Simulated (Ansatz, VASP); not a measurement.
BaTiO3 in VASP and in Ansatz

```
CELL_PARAMETERS angstrom
2.76994 1.59923 2.27042
-2.76994 1.59923 2.27042
0.00000 -3.19846 2.27042
ATOMIC_POSITIONS crystal
Ba 0.03347 0.98847 0.00184
Ti 0.50610 0.52748 0.53723
O 0.48625 0.49715 0.97115
O 0.47409 0.98642 0.47201
O 0.97879 0.47918 0.49647
```

Change from the starting cell: volume scaled by 0.94.

Alike in both runs: task single point; functional PBE; k mesh 7 × 7 × 7; occupations fermi-dirac, width 0.05 eV; no spin polarisation.

```csv
,VASP,Ansatz
version,VASP 6.6.1,Ansatz 0.2.0
potentials or method,"VASP PAW PBE potentials, release 64 (Ba_sv, Ti_sv, O), cutoff 520 eV","all-electron LAPW, scalar-relativistic"
```

VASP gave:

| Quantity | Value |
| --- | --- |
| gap on the k mesh at the Fermi level (eV) | 2.93 |
| least direct gap on the mesh (eV) | 3.46 |
| pressure (GPa) | 25.3 |
| traceless stress, the component that is largest in VASP (GPa) | -5.90 |
| rms of the force components (eV/Å) | 1.234 |

Question: Which values does Ansatz return?

Answer: gap on the k mesh at the Fermi level (eV): 2.95; least direct gap on the mesh (eV): 3.47; pressure (GPa): 22.8; traceless stress, the component that is largest in VASP (GPa): -5.61; rms of the force components (eV/Å): 1.162.

Atom by atom the forces differ by 0.081 eV/Å (rms over components). Ansatz ran all-electron here, and VASP with PAW potentials.

Spin-orbit coupling is off throughout.
